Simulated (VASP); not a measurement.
Write the native input for VASP 6.6.1 that does the following.

| Quantity | Value |
| --- | --- |
| Task | relaxation of cell and atoms |
| Functional | PBE |
| Potentials or basis | VASP PAW PBE potentials, release 64 (Si, N) |
| Cutoff | 600 eV |
| k mesh | 6 × 6 × 6 |
| Occupations | gaussian, width 0.1 eV |
| Spin | no spin polarisation |
| Dipole correction | no |
| Further INCAR settings | ALGO = Normal; EDIFF = 1e-06; IBRION = 2; EDIFFG = -0.04; NSW = 90; ISIF = 3 |

The structure of Si3N2 lies in POSCAR:

```
Si3N2
1.0
    1.5483729719      0.8939535521      7.1774941455
   -1.5483729719      0.8939535521      7.1774941455
    0.0000000000     -1.7879071042      7.1774941455
Si N
3 2
Direct
    0.0000000000      0.0000000000      0.0000000000
    0.2095000000      0.2095000000      0.2095000000
    0.7905000000      0.7905000000      0.7905000000
    0.4000000000      0.4000000000      0.4000000000
    0.6000000000      0.6000000000      0.6000000000
```

One way to write it, as run:

INCAR

```
PREC = Accurate
ENCUT = 600
EDIFF = 1E-6
ISMEAR = 0
SIGMA = 0.1
LREAL = False
LASPH = True
NELM = 100
ALGO = Normal
ISIF = 3
LWAVE = False
LCHARG = False
GGA = PE
IBRION = 2
NSW = 90
EDIFFG = -0.04
```

KPOINTS

```
regular mesh
0
Gamma
  6 6 6
```

Potentials or basis: VASP PAW PBE potentials, release 64 (Si, N).

Launch:

```sh
$ cat potpaw_PBE.64/Si/POTCAR potpaw_PBE.64/N/POTCAR > POTCAR
$ mpirun -np 1 vasp_std > vasp.out
```

It gave:

```
Relaxed volume                        : 11.94 Å³/atom
Relaxed cell                          : a = 8.780 Å, b = 8.780 Å, c = 8.780 Å, α = 18.53°, β = 18.53°, γ = 18.53°
Space group after relaxing (to 0.1 Å) : R-3m (No. 166)
Pressure after relaxing               : 0.0 GPa
Largest force after relaxing          : 0.033 eV/Å
Band gap on the k mesh                : zero (bands 11 and 12 overlap by 3.09 eV)
```

Caveat: the k points lie up to 0.43 Å⁻¹ apart in the final cell, too coarse for converged energies and pressures of a metal; a cell axis changed by over 15 % at a fixed basis, so the end point is rough.

It took 23 min on 1 thread of Intel(R) Xeon(R) 6975P-C (Granite Rapids), on a shared host, peak memory 0.55 GiB.
